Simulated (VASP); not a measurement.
# MgCd3O4 (Cmmm) in VASP: further runs, part 2 of 2

VASP 6.6.1.

### 4 Relaxation of cell and atoms, PBE

This run uses another cell than the first one, of 15.66 Å³/atom.

Input file INCAR:

```
SYSTEM = MgCd3O4
PREC = Accurate
ENCUT = 600
EDIFF = 1E-6
ISMEAR = 0
SIGMA = 0.1
LREAL = .FALSE.
LASPH = .TRUE.
NELM = 60
ALGO = Normal
ISIF = 3
LWAVE = .FALSE.
LCHARG = .FALSE.
GGA = PE
IBRION = 2
NSW = 90
EDIFFG = -0.04
```

Input file KPOINTS:

```
regular mesh
0
G
  4 4 6
  0 0 0
```

Input file POSCAR:

```
MgCd3O4
1.0
    3.5378538500     -5.0032808900      0.0000000000
    3.5378538500      5.0032808900      0.0000000000
    0.0000000000      0.0000000000      3.5378538500
Mg Cd O
1 3 4
Direct
    0.5000000000      0.5000000000      0.0000000000
    0.0000000000      0.0000000000      0.0000000000
    0.0000000000      0.5000000000      0.5000000000
    0.5000000000      0.0000000000      0.5000000000
    0.7500000000      0.2500000000      0.0000000000
    0.7500000000      0.7500000000      0.5000000000
    0.2500000000      0.2500000000      0.5000000000
    0.2500000000      0.7500000000      0.0000000000
```

Potentials or basis: VASP PAW PBE potentials, release 64 (Mg, Cd, O).

Command:

```bash
$ cat potpaw_PBE.64/Mg/POTCAR potpaw_PBE.64/Cd/POTCAR potpaw_PBE.64/O/POTCAR > POTCAR
$ mpirun -np 1 vasp_std > vasp.out
```

OUTCAR:

```text
SYSTEM = MgCd3O4
   PREC = Accurate
   ENCUT = 600
   EDIFF = 1E-6
   ISMEAR = 0
   LREAL = .FALSE.
   LASPH = .TRUE.
   NELM = 60
   ISIF = 3
   GGA = PE
   IBRION = 2
   NSW = 90
   EDIFFG = -0.04

 ion  position               nearest neighbor table
   1  0.500  0.500  0.000-   5 2.50   8 2.50   7 2.50   6 2.50   6 2.50   7 2.50   3 3.54   4 3.54
                             3 3.54   4 3.54   4 3.54   4 3.54   3 3.54   3 3.54   2 3.54   2 3.54
   2  0.000  0.000  0.000-   5 2.50   8 2.50   7 2.50   6 2.50   6 2.50   7 2.50   3 3.54   4 3.54
                             3 3.54   4 3.54   3 3.54   3 3.54   4 3.54   4 3.54   1 3.54   1 3.54
   3  0.000  0.500  0.500-   6 2.50   7 2.50   5 2.50   8 2.50   5 2.50   8 2.50   1 3.54   2 3.54
                             1 3.54   2 3.54   2 3.54   2 3.54   1 3.54   1 3.54   4 3.54   4 3.54
   4  0.500  0.000  0.500-   6 2.50   7 2.50   5 2.50   8 2.50   5 2.50   8 2.50   1 3.54   2 3.54
                             1 3.54   2 3.54   1 3.54   1 3.54   2 3.54   2 3.54   3 3.54   3 3.54
   5  0.750  0.250  0.000-   1 2.50   2 2.50   3 2.50   4 2.50   3 2.50   4 2.50
   6  0.750  0.750  0.500-   3 2.50   4 2.50   1 2.50   2 2.50   1 2.50   2 2.50
   7  0.250  0.250  0.500-   3 2.50   4 2.50   1 2.50   2 2.50   1 2.50   2 2.50
   8  0.250  0.750  0.000-   1 2.50   2 2.50   3 2.50   4 2.50   3 2.50   4 2.50

  LATTYP: Found a base centered orthorhombic cell.
 ALAT       =     7.0757077000
 B/A-ratio  =     1.4142135606
 C/A-ratio  =     0.5000000000

  Lattice vectors:

 A1 = (   3.5378538500,  -5.0032808900,   0.0000000000)
 A2 = (   3.5378538500,   5.0032808900,   0.0000000000)
[... 310 lines left out ...]
  free  energy   TOTEN  =       -34.4746497773 eV

  energy  without entropy=      -34.4722529614  energy(sigma->0) =      -34.47345137

[... ionic steps 4 to 7 ...]

--------------------------------------- Ionic step        8  -------------------------------------------

 number of electron      62.0000008 magnetization

------------------------ aborting loop because EDIFF is reached ----------------------------------------
[... 79 lines left out ...]
--------------------------------------- Ionic step       10  -------------------------------------------

 number of electron      62.0000008 magnetization

 Free energy of the ion-electron system (eV)
  ---------------------------------------------------
  ext. energy  EPLUGINS =         0.00000000
  ---------------------------------------------------
  free energy    TOTEN  =       -34.68122453 eV

  energy without entropy =      -34.67902405  energy(sigma->0) =      -34.68012429

 E-fermi :   2.2840     XC(G=0): -11.2943

 val. band max:        2.2585698258   @ k =   0.0000   0.0000   0.0000
 cond. band min:       3.3499097774   @ k =   0.2500   0.0000   0.0000
 fundamental gap:      1.0913399516
 Fermi energy:         2.2839590562

 k-point     1 :       0.0000    0.0000    0.0000
  band No.  band energies     occupation
      1     -15.1595      2.00000
      2     -14.4056      2.00000
      3     -14.3916      2.00000
      4     -14.3132      2.00000
      5      -5.4807      2.00000
      6      -5.4087      2.00000
[... 949 lines left out ...]
     36       9.3113      0.00000
     37      10.1177      0.00000

 [... further k-points ...]
[... 5 lines left out ...]
  --------------------------------------------------------------------------------------
  -------------------------------------------------------------------------------------
  Total       -0.0890852      0.0279573      0.0854620      0.0000000      0.0000000      0.0000000
  in kB       -1.4024295      0.4401191      1.3453905      0.0000000      0.0000000      0.0000000
  external PRESSURE =       0.1276934 kB  Pullay stress =       0.0000000 kB
[... 23 lines left out ...]
  FREE ENERGIE OF THE ION-ELECTRON SYSTEM (eV)
  ---------------------------------------------------
  free  energy   TOTEN  =       -34.6812245292 eV

  energy  without entropy=      -34.6790240456  energy(sigma->0) =      -34.68012429

 reached required accuracy - stopping structural energy minimisation
```

OSZICAR:

```text
N       E                     dE             d eps       ncg     rms          rms(c)
DAV:   1     0.541613733490E+03    0.54161E+03   -0.35595E+04  2072   0.182E+03
[... 92 lines left out ...]
       N       E                     dE             d eps       ncg     rms          rms(c)
DAV:   1    -0.346827288337E+02   -0.18662E-02   -0.37754E-01  2072   0.393E+00    0.322E-01
DAV:   2    -0.346818383380E+02    0.89050E-03   -0.76020E-03  2312   0.607E-01    0.168E-01
DAV:   3    -0.346813076122E+02    0.53073E-03   -0.48203E-04  2489   0.209E-01    0.823E-02
DAV:   4    -0.346812278645E+02    0.79748E-04   -0.18463E-04  2515   0.107E-01    0.273E-02
DAV:   5    -0.346812241094E+02    0.37551E-05   -0.30753E-05  2533   0.431E-02    0.136E-02
DAV:   6    -0.346812245292E+02   -0.41984E-06   -0.33634E-06  1820   0.128E-02
  10 F= -.34681225E+02 E0= -.34680124E+02  d E =-.115535E-02
```

Wall time 7.9 min (1 thread of AMD EPYC 9R45 (Zen 5), shared host); peak memory 0.32 GiB.

Results:

| Property | Result |
| --- | --- |
| Free energy | -34.6812 eV |
| Relaxed volume | 12.72 Å³/atom |
| Relaxed cell | a = 5.725 Å, b = 5.725 Å, c = 3.288 Å, α = 90.00°, β = 90.00°, γ = 109.16° |
| Space group after relaxing (to 0.1 Å) | Cmmm (No. 65) |
| Energy gained by relaxing | 206.1 meV/atom |
| Ionic steps | 10 |
| Pressure after relaxing | 0.0 GPa |
| Largest force after relaxing | 0.033 eV/Å |
| Band gap on the k mesh | 0.01 eV (least direct gap 0.09 eV) |

Forces on the atoms (eV/Å):
```
Mg   0.000  0.000  0.000
Cd   0.000  0.000  0.000
Cd   0.000  0.000  0.000
Cd   0.000  0.000  0.000
O    0.000  0.033  0.000
O    0.017  0.000  0.000
O   -0.017  0.000  0.000
O    0.000 -0.033  0.000
```

The path:
```csv
step,energy change (eV),largest force (eV/Å),pressure (GPa),volume (Å³)
1,0.0000,0.7551,-16.12,125.25
2,-1.3929,1.2266,5.66,98.81
3,-1.4423,1.1449,0.86,102.14
4,-1.5876,0.6011,0.80,101.63
5,-1.6445,0.0587,1.00,101.04
6,-1.6445,0.0738,0.99,101.06
7,-1.6466,0.0455,-0.80,102.43
8,-1.6477,0.0559,-0.15,101.91
9,-1.6485,0.0456,-0.08,101.85
10,-1.6489,0.0327,0.01,101.77
```

Final structure:
```xyz
8
Lattice="3.3177 -4.6653 0.0000 3.3177 4.6653 0.0000 0.0000 0.0000 3.2877" Properties=species:S:1:pos:R:3 pbc="T T T"
Mg    3.3177    0.0000    0.0000
Cd    3.3177    4.6653    0.0000
Cd    1.6588    2.3327    1.6438
Cd    4.9765    2.3327    1.6438
O     3.3177   -2.2196    0.0000
O     4.8326    0.0000    1.6438
O     1.8027    0.0000    1.6438
O     3.3177    2.2196    0.0000
```

Levels at points of the mesh, in eV from the valence-band top:
```csv
k point,band 28,band 29,band 30,band 31,band 32,band 33,band 34,band 35
"(0.00, 0.00, 0.00)",-0.98,-0.96,-0.11,-0.08,0.01,3.96,4.38,4.63
"(0.50, 0.00, 0.00)",-0.89,-0.80,-0.79,-0.71,2.45,2.85,5.19,5.87
"(0.50, 0.50, 0.00)",-1.55,-1.53,-1.12,-0.10,2.93,3.60,5.29,6.08
"(0.00, 0.00, 0.50)",-2.06,-1.85,-0.91,-0.11,4.37,4.98,6.08,7.12
"(0.50, 0.00, 0.50)",-1.48,-1.35,-1.27,-1.08,4.43,4.82,5.77,6.49
"(0.50, 0.50, 0.50)",-0.94,-0.75,-0.10,0.00,3.95,3.99,4.18,4.47
```

Caveat: the volume moved by over 15 % at a fixed basis, so the end points are rough; semilocal functionals underestimate gaps, and a narrow one can read as zero. A k mesh can miss the band edges.

### 5 Single point, PBE

Input file INCAR:

```
SYSTEM = MgCd3O4
PREC     = Accurate       ! precision mode
ENCUT    = 520            ! plane-wave cutoff, eV
EDIFF    = 1E-6           ! SCF threshold, eV
ISMEAR   = 0              ! smearing method
SIGMA    = 0.1            ! smearing width, eV
LREAL    = .FALSE.        ! projectors in reciprocal space
LASPH    = .TRUE.         ! aspherical terms in the spheres
NELM     = 80             ! most SCF steps
ALGO     = Normal         ! electronic algorithm
ISIF     = 2              ! what is computed and relaxed
LWAVE    = .FALSE.        ! write WAVECAR
LCHARG   = .FALSE.        ! write CHGCAR
GGA      = PE             ! functional
NBANDS   = 41             ! bands
```

Input file KPOINTS:

```
Automatic mesh
0
G
  8 8 12
  0 0 0
```

Input file POSCAR:

```
MgCd3O4
1.0
    3.3001728028     -4.6678028263      0.0000000000
    3.3001728028      4.6678028263      0.0000000000
    0.0000000000      0.0000000000      3.2862608992
Mg Cd O
1 3 4
Direct
    0.5000000000      0.5000000000      0.0000000000
    0.0000000000      0.0000000000      0.0000000000
    0.0000000000      0.5000000000      0.5000000000
    0.5000000000      0.0000000000      0.5000000000
    0.7359302829      0.2640697171      0.0000000000
    0.7316238772      0.7316238772      0.5000000000
    0.2683761228      0.2683761228      0.5000000000
    0.2640697171      0.7359302829      0.0000000000
```

Command:

```bash
$ cat potpaw_PBE.64/Mg/POTCAR potpaw_PBE.64/Cd/POTCAR potpaw_PBE.64/O/POTCAR > POTCAR
$ mpirun -np 1 vasp_std > vasp.out
```

It took 5.4 min on 1 thread of AMD EPYC 9R45 (Zen 5), shared host; peak memory 0.56 GiB.

The run converged. Its results:

- Free energy: -34.6278 eV
- Pressure: 0.9 GPa
- Largest force: 0.075 eV/Å
- Band gap on the k mesh: 0.01 eV (least direct gap 0.07 eV)

Forces in eV/Å, atoms in the order of the input:
```
Mg   0.000  0.000  0.000
Cd   0.000  0.000  0.000
Cd   0.000  0.000  0.000
Cd   0.000  0.000  0.000
O    0.000  0.056  0.000
O   -0.075  0.000  0.000
O    0.075  0.000  0.000
O    0.000 -0.056  0.000
```

Levels at points of the mesh, in eV from the valence-band top:
| k point | band 27 | band 28 | band 29 | band 30 | band 31 | band 32 | band 33 | band 34 | band 35 | band 36 |
| --- | --- | --- | --- | --- | --- | --- | --- | --- | --- | --- |
| (0.00, 0.00, 0.00) | -1.30 | -1.00 | -0.95 | -0.10 | -0.06 | 0.01 | 4.02 | 4.36 | 4.63 | 7.35 |
| (0.50, 0.00, 0.00) | -1.31 | -0.89 | -0.81 | -0.81 | -0.70 | 2.48 | 2.87 | 5.20 | 5.89 | 7.98 |
| (0.50, 0.50, 0.00) | -1.70 | -1.59 | -1.57 | -1.11 | -0.09 | 2.97 | 3.61 | 5.33 | 6.07 | 8.74 |
| (0.00, 0.00, 0.50) | -2.31 | -2.05 | -1.87 | -0.91 | -0.09 | 4.43 | 5.05 | 6.11 | 7.13 | 8.17 |
| (0.50, 0.00, 0.50) | -1.70 | -1.47 | -1.37 | -1.27 | -1.10 | 4.49 | 4.85 | 5.82 | 6.48 | 7.22 |
| (0.50, 0.50, 0.50) | -2.30 | -0.96 | -0.76 | -0.08 | 0.00 | 3.98 | 4.05 | 4.25 | 4.48 | 7.28 |

Caveat: semilocal functionals underestimate gaps, and a narrow one can read as zero. A k mesh can miss the band edges.

### 6 Overview

| task | cell | k mesh | cutoff (eV) | gap on the mesh (eV) | pressure (GPa) | largest force (eV/Å) |
| --- | --- | --- | --- | --- | --- | --- |
| single point | a = 5.714, b = 5.714, c = 3.289 Å, angles 90.0, 90.0, 109.4°, 8 atoms, atomic positions A | 4 × 4 × 6 | 520 | 0.01 | 1.0 | 0.08 |
| single point | a = 6.128, b = 6.128, c = 3.538 Å, angles 90.0, 90.0, 109.5°, 8 atoms, atomic positions B | 4 × 4 × 6 | 520 | none | -16.0 | 0.76 |
| relaxation of cell and atoms | relaxed from a = 6.128, b = 6.128, c = 3.538 Å, angles 90.0, 90.0, 109.5°, 8 atoms, atomic positions B | 4 × 4 × 6 | 600 | 0.01 | 0.0 | 0.03 |
| single point | a = 5.717, b = 5.717, c = 3.286 Å, angles 90.0, 90.0, 109.5°, 8 atoms, atomic positions C | 8 × 8 × 12 | 520 | 0.01 | 0.9 | 0.07 |

Alike in all rows: level PBE; potentials or basis VASP PAW PBE potentials, release 64 (Mg, Cd, O); no spin polarisation; smearing gaussian 0.1 eV.

Caveats: semilocal functionals underestimate gaps, and a narrow one can read as zero; the cell stands under tension (at least some runs); the volume moved by over 15 % at a fixed basis, so the end points are rough (at least some runs).

Total energies depend on the potentials used, so only differences within one code and one set of settings carry meaning.

The gap in the log of VASP goes by the Fermi energy; the results here count the filled bands.